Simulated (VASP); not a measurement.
# Mg (I4/mmm) in VASP: further runs

Mg is run at these levels: PBE; tasks: single point.

Everything below comes from runs of VASP 6.6.1. Logs are shortened: lines on timing, memory, paths and dates and some standing lists are left out, and cuts for length are marked.

**1. The cell of the first run**

The structure is tetragonal, space group I4/mmm (No. 139). Conventional cell: a = 3.586 Å, b = 3.586 Å, c = 3.683 Å, α = 90.00°, β = 90.00°, γ = 90.00°. Within 4.1 Å of Mg (site symmetry 4/mmm) lie 14 Mg at 3.13 to 3.68 Å.

**2. Single point, PBE**

File INCAR:

```
SYSTEM = Mg
  PREC = Accurate
  ENCUT = 520
  EDIFF = 1E-7
  ISMEAR = 0
  SIGMA = 0.15
  LREAL = .False.
  LASPH = .True.
  NELM = 60
  ALGO = Normal
  ISIF = 2
  LWAVE = .False.
  LCHARG = .False.
  GGA = PE
  NBANDS = 7
```

File KPOINTS:

```
regular mesh
0
Gamma
  18 18 18
  0 0 0
```

File POSCAR:

```
Mg
1.0
   -1.7927500000      1.7927500000      1.8412500000
    1.7927500000     -1.7927500000      1.8412500000
    1.7927500000      1.7927500000     -1.8412500000
Mg
1
Direct
    0.0000000000      0.0000000000      0.0000000000
```

Potentials or basis: VASP PAW PBE potentials, release 64 (Mg).

Launch:

```console
$ cat potpaw_PBE.64/Mg/POTCAR > POTCAR
$ mpirun -np 1 vasp_std > vasp.out
```

OUTCAR:

```text
SYSTEM = Mg
   PREC = Accurate
   ENCUT = 520
   EDIFF = 1E-7
   ISMEAR = 0
   LREAL = .False.
   LASPH = .True.
   NELM = 60
   ISIF = 2
   GGA = PE

 ion  position               nearest neighbor table
   1  0.000  0.000  0.000-

  LATTYP: Found a body centered tetragonal cell.
 ALAT       =     3.5855000000
 C/A-ratio  =     1.0270534096

  Lattice vectors:

 A1 = (  -1.7927500000,   1.7927500000,   1.8412500000)
 A2 = (   1.7927500000,  -1.7927500000,   1.8412500000)
 A3 = (   1.7927500000,   1.7927500000,  -1.8412500000)

Analysis of symmetry for initial positions (statically):
=====================================================================
 Subroutine PRICEL returns:
 Original cell was already a primitive cell.

 Routine SETGRP: Setting up the symmetry group for a
 body centered tetragonal supercell.

 Subroutine GETGRP returns: Found 16 space group operations
 (whereof 16 operations were pure point group operations)
 out of a pool of 16 trial point group operations.

The static configuration has the point symmetry D_4h.

Analysis of symmetry for dynamics (positions and initial velocities):
=====================================================================
 Subroutine PRICEL returns:
 Original cell was already a primitive cell.

 Routine SETGRP: Setting up the symmetry group for a
 body centered tetragonal supercell.

 Subroutine GETGRP returns: Found 16 space group operations
 (whereof 16 operations were pure point group operations)
 out of a pool of 16 trial point group operations.

The dynamic configuration has the point symmetry D_4h.

 Subroutine INISYM returns: Found 16 space group operations
 (whereof 16 operations are pure point group operations),
 and found     1 'primitive' translations

----------------------------------------------------------------------------------------

                                     Primitive cell

  volume of cell :      23.6708

  direct lattice vectors                    reciprocal lattice vectors
    -1.792750000  1.792750000  1.841250000     0.000000000  0.278901130  0.271554650
     1.792750000 -1.792750000  1.841250000     0.278901130  0.000000000  0.271554650
     1.792750000  1.792750000 -1.841250000     0.278901130  0.278901130  0.000000000

  length of vectors
     3.133385818  3.133385818  3.133385818     0.389265678  0.389265678  0.394425760

  position of ions in fractional coordinates (direct lattice)
     0.000000000  0.000000000  0.000000000

  ion indices of the primitive-cell ions
   primitive index   ion index
                 1           1

----------------------------------------------------------------------------------------

 KPOINTS: regular mesh

Automatic generation of k-mesh.
 Grid dimensions read from file:
 generate k-points for:   18   18   18

 Generating k-lattice:

  Cartesian coordinates                     Fractional coordinates (reciprocal lattice)
     0.000000000  0.015494507  0.015086369     0.055555556  0.000000000  0.000000000
     0.015494507  0.000000000  0.015086369     0.000000000  0.055555556  0.000000000
     0.015494507  0.015494507  0.000000000     0.000000000  0.000000000  0.055555556

  Length of vectors
     0.021625871  0.021625871  0.021912542

  Shift w.r.t. Gamma in fractional coordinates (k-lattice)
     0.000000000  0.000000000  0.000000000

 Subroutine IBZKPT returns following result:
 ===========================================

 Found    480 irreducible k-points:

 Following reciprocal coordinates:
            Coordinates               Weight
  0.000000  0.000000  0.000000      1.000000
  0.055556 -0.000000  0.000000      8.000000
  0.111111 -0.000000  0.000000      8.000000
  0.166667 -0.000000  0.000000      8.000000
  0.222222 -0.000000  0.000000      8.000000
  0.277778  0.000000  0.000000      8.000000
[... 16 lines left out ...]
 -0.277778  0.055556 -0.000000     16.000000
 -0.222222  0.055556 -0.000000     16.000000
 [... further k-points ...]
   k-points           NKPTS =    480   k-points in BZ     NKDIM =    480   number of bands    NBANDS=      7
   number of dos      NEDOS =    301   number of ions     NIONS =      1
   total plane-waves  NPLWV =  13824
   dimension x,y,z NGX =    24 NGY =   24 NGZ =   24
   dimension x,y,z NGXF=    48 NGYF=   48 NGZF=   48
   ions per type =               1
   NGX,Y,Z   is equivalent  to a cutoff of  12.73, 12.73, 12.73 a.u.
   NGXF,Y,Z  is equivalent  to a cutoff of  25.47, 25.47, 25.47 a.u.
 SYSTEM =  Mg
   PREC   = accura    normal or accurate (medium, high low for compatibility)
   ISTART =      0    job   : 0-new  1-cont  2-samecut
   ICHARG =      2    charge: 1-file 2-atom 10-const
   ISPIN  =      1    spin polarized calculation?
   LNONCOLLINEAR =      F non collinear calculations
   LSORBIT =      F    spin-orbit coupling
   LASPH  =      T    aspherical Exc in radial PAW
   ENCUT  =  520.0 eV  38.22 Ry    6.18 a.u.   5.83  5.83  5.83*2*pi/ulx,y,z
   NELM   =     60;   NELMIN=  2; NELMDL= -5     # of ELM steps
   EDIFF  = 0.1E-06   stopping-criterion for ELM
   LREAL  =      F    real-space projection
   EDIFFG = 0.1E-05   stopping-criterion for IOM
   NSW    =      0    number of steps for IOM
   IBRION =     -1    ionic relax: 0-MD 1-quasi-New 2-CG
   NFREE  =      0    steps in history (QN), initial steepest desc. (CG)
   ISIF   =      2    stress and relaxation
   ISYM   =      2    0-nonsym 1-usesym 2-fastsym
   POTIM  = 0.5000    time-step for ionic-motion
   TEBEG  =    0.0;   TEEND  =   0.0 temperature during run
   PSTRESS=    0.0 pullay stress
   NELECT =       2.0000    total number of electrons
   NUPDOWN=      -1.0000    fix difference up-down
   EMIN   =  10.00;   EMAX   =-10.00  energy-range for DOS
   EFERMI =   0.00;   METHOD = LEGACY
   ISMEAR =     0;   SIGMA  =   0.15  broadening in eV -4-tet -1-fermi 0-gaus
   EFERMI_NEDOS =   21; number of points for ismear=-14 and -15
   IALGO  =     38    algorithm
   IMIX   =      4    mixing-type and parameters
     AMIX     =   0.40;   BMIX     =  1.00
     AMIX_MAG =   1.60;   BMIX_MAG =  1.00
  volume/ion in A,a.u.               =      23.67       159.74
  Fermi-wavevector in a.u.,A,eV,Ry     =   0.718369  1.357520  7.021336  0.516054
  Thomas-Fermi vector in A             =   1.807289
   LORBIT       =      0    0 simple, 1 ext, 2 COOP (PROOUT), +10 PAW based schemes
   GGA     = PE    functional components
   LHFCALC =     F    Hartree Fock is set to
   AEXX    =    0.0000 exact exchange contribution
   IVDW    =     0    specifies the selected vdW correction
   LEPSILON=     F    determine dielectric tensor
   LRPA    =     F    only Hartree local field effects (RPA)
 non-spin polarized calculation
 Gauss-broadening in eV      SIGMA  =   0.15
  energy-cutoff  :      520.00
  volume of cell :       23.67
 maximum number of plane-waves:       653
   NGX = 11   NGY = 11   NGZ = 11

 number of electron       2.0000000 magnetization

 Free energy of the ion-electron system (eV)
  ---------------------------------------------------
  ext. energy  EPLUGINS =         0.00000000
  ---------------------------------------------------
  free energy    TOTEN  =        -1.47698137 eV

  energy without entropy =       -1.47257886  energy(sigma->0) =       -1.47478011

 E-fermi :   2.5050     XC(G=0):  -8.4004

 val. band max:        2.5012352272   @ k =  -0.3333  -0.4444   0.2778
 cond. band min:       2.5242839774   @ k =   0.3333   0.3333   0.0556
 fundamental gap:      0.0230487502
 Fermi energy:         2.5050335110

 k-point     1 :       0.0000    0.0000    0.0000
  band No.  band energies     occupation
      1      -4.3217      2.00000
      2      15.1403      0.00000
      3      15.1403      0.00000
      4      15.6518      0.00000
      5      17.0019      0.00000
      6      17.0301      0.00000
      7      17.2249      0.00000

 k-point     2 :       0.0556   -0.0000    0.0000
  band No.  band energies     occupation
      1      -4.2511      2.00000
      2      14.2445      0.00000
      3      14.7779      0.00000
      4      15.2576      0.00000
      5      16.2950      0.00000
      6      16.6902      0.00000
      7      17.3953      0.00000

 k-point     3 :       0.1111   -0.0000    0.0000
  band No.  band energies     occupation
      1      -4.0396      2.00000
      2      12.4716      0.00000
      3      14.0923      0.00000
      4      14.5169      0.00000
      5      15.5635      0.00000
      6      16.1598      0.00000
      7      17.5679      0.00000

 k-point     4 :       0.1667   -0.0000    0.0000
  band No.  band energies     occupation
      1      -3.6882      2.00000
      2      10.6002      0.00000
      3      13.3910      0.00000
      4      13.7790      0.00000
      5      14.8230      0.00000
      6      15.6716      0.00000
      7      17.8503      0.00000

 k-point     5 :       0.2222   -0.0000    0.0000
  band No.  band energies     occupation
      1      -3.1982      2.00000
      2       8.7848      0.00000
      3      12.7483      0.00000
      4      13.1420      0.00000
      5      14.1682      0.00000
      6      15.1835      0.00000
      7      18.2258      0.00000

 k-point     6 :       0.2778    0.0000    0.0000
  band No.  band energies     occupation
      1      -2.5718      2.00000
      2       7.0618      0.00000
      3      12.1944      0.00000
      4      12.6271      0.00000
      5      13.6254      0.00000
      6      14.7276      0.00000
      7      18.7032      0.00000

 k-point     7 :       0.3333   -0.0000    0.0000
  band No.  band energies     occupation
      1      -1.8116      2.00000
      2       5.4446      0.00000
      3      11.7493      0.00000
      4      12.2325      0.00000
      5      13.2015      0.00000
      6      14.3398      0.00000
      7      19.2797      0.00000
[... 121 lines left out ...]
 k-point    20 :      -0.4444    0.0556    0.0000
  band No.  band energies     occupation
      1      -0.3648      2.00000
      2       3.2660      0.00000
      3      10.4076      0.00000
      4      11.6656      0.00000
      5      13.2912      0.00000
      6      14.6711      0.00000
      7      19.4462      0.00000

 k-point    21 :      -0.3889    0.0556   -0.0000
  band No.  band energies     occupation
      1      -1.3183      2.00000
      2       4.7064      0.00000
      3      10.6879      0.00000
      4      11.8698      0.00000
      5      13.5619      0.00000
      6      14.8585      0.00000
      7      18.7131      0.00000

 k-point    22 :      -0.3333    0.0556    0.0000
  band No.  band energies     occupation
      1      -2.1453      2.00000
      2       6.2641      0.00000
      3      11.0953      0.00000
      4      12.1871      0.00000
      5      13.9541      0.00000
      6      15.1320      0.00000
      7      18.0919      0.00000

 k-point    23 :      -0.2778    0.0556   -0.0000
  band No.  band energies     occupation
      1      -2.8404      2.00000
      2       7.9307      0.00000
      3      11.6274      0.00000
      4      12.6142      0.00000
      5      14.4630      0.00000
      6      15.4535      0.00000
      7      17.6256      0.00000

 k-point    24 :      -0.2222    0.0556   -0.0000
  band No.  band energies     occupation
      1      -3.4004      2.00000
      2       9.6956      0.00000
      3      12.2794      0.00000
      4      13.1440      0.00000
      5      15.0774      0.00000
      6      15.7465      0.00000
      7      17.3780      0.00000

 [... further k-points ...]

------------------------ aborting loop because EDIFF is reached ----------------------------------------

  FORCE on cell =-STRESS in cart. coord.  units (eV):
  Direction    XX          YY          ZZ          XY          YZ          ZX
  --------------------------------------------------------------------------------------
  -------------------------------------------------------------------------------------
  Total       -0.1816449     -0.1816449     -0.1608064      0.0000000     -0.0000000      0.0000000
  in kB      -12.2948050    -12.2948050    -10.8843311      0.0000000     -0.0000000      0.0000000
  external PRESSURE =     -11.8246470 kB  Pullay stress =       0.0000000 kB

 VOLUME and BASIS-vectors are now :
 -----------------------------------------------------------------------------
  energy-cutoff  :      520.00
  volume of cell :       23.67
      direct lattice vectors                 reciprocal lattice vectors
    -1.792750000  1.792750000  1.841250000     0.000000000  0.278901130  0.271554650
     1.792750000 -1.792750000  1.841250000     0.278901130  0.000000000  0.271554650
     1.792750000  1.792750000 -1.841250000     0.278901130  0.278901130  0.000000000

 POSITION                                       TOTAL-FORCE (eV/Angst)
 -----------------------------------------------------------------------------------
      0.00000      0.00000      0.00000         0.000000      0.000000     -0.000000
 -----------------------------------------------------------------------------------
    total drift:                                0.000000     -0.000000     -0.000000

  FREE ENERGIE OF THE ION-ELECTRON SYSTEM (eV)
  ---------------------------------------------------
  free  energy   TOTEN  =        -1.4769813650 eV

  energy  without entropy=       -1.4725788643  energy(sigma->0) =       -1.47478011
```

It took 15 s on 1 thread of Intel Xeon 6975P-C (Granite Rapids), shared host; peak memory 0.2 GiB.

Results:

* Free energy: -1.4770 eV
* Pressure: -1.2 GPa
* Band gap on the k mesh: zero (band 1 reaches 5.86 eV, above the bottom of band 2 at 1.51 eV)

Stress tensor (GPa, compression positive):
```
-1.23  0.00  0.00
 0.00 -1.23  0.00
 0.00  0.00 -1.09
```

(Continued in part 2 of 2.)
